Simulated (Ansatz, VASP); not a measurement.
# One calculation of Sn, two programs

```
Sn
1.0
     0.00000    3.25476    3.25476
     3.25476    0.00000    3.25476
     3.25476    3.25476    0.00000
Sn
2
Direct
  0.75000 0.75000 0.75000
  0.50000 0.50000 0.50000
```

Alike in both runs: task single point; functional B3LYP; k mesh 4 × 4 × 4; occupations fermi-dirac, width 0.05 eV; no spin polarisation.

|  | VASP | Ansatz |
| --- | --- | --- |
| version | VASP 6.6.1 | Ansatz 0.2.0 |
| potentials or method | VASP PAW PBE potentials, release 64 (Sn_d) | Ansatz PAW |
| plane-wave cutoff (eV) | 520 | 420 |
| valence electrons in the cell | 28 | 28 |

Ansatz gave:

* gap on the k mesh at the Fermi level (eV): none
* pressure (GPa): 3.8

Q: What did VASP give for the same quantities?

A: gap on the k mesh at the Fermi level (eV): none; pressure (GPa): 3.7.

VASP's potentials were made for PBE, not for B3LYP. A gap of «none» marks a metal or a gap that the smearing closes.

The k mesh is coarse, so the values compare programs but aren't converged.
